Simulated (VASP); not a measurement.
Input of a VASP 6.6.1 run:

Contents of INCAR:

```
SYSTEM = CdTe
PREC = Accurate ; ENCUT = 520
EDIFF = 1E-7 ; ISMEAR = -5
SIGMA = 0.1 ; LREAL = .False.
LASPH = .True. ; NELM = 100
ALGO = Normal ; ISIF = 2
LWAVE = .False. ; LCHARG = .False.
GGA = PE ; NBANDS = 16
```

The input KPOINTS:

```
Automatic mesh
0
Gamma
  6 6 6
  0 0 0
```

File POSCAR:

```
CdTe
1.0
    0.0000000000      3.2049986979      3.2049986979
    3.2049986979      0.0000000000      3.2049986979
    3.2049986979      3.2049986979      0.0000000000
Cd Te
1 1
Direct
    0.0000000000      0.0000000000      0.0000000000
    0.2500000000      0.2500000000      0.2500000000
```

Potentials or basis: VASP PAW PBE potentials, release 64 (Cd, Te).

Run with:

```bash
$ cat potpaw_PBE.64/Cd/POTCAR potpaw_PBE.64/Te/POTCAR > POTCAR
$ mpirun -np 1 vasp_std > vasp.out
```

(1) Predict the band gap on the k mesh.

(2) Estimate the pressure.

Results:

(1) 0.87 eV, direct.

(2) 4.4 GPa.

Caveat: spin-orbit coupling is left out, which moves the levels of the heavy elements.
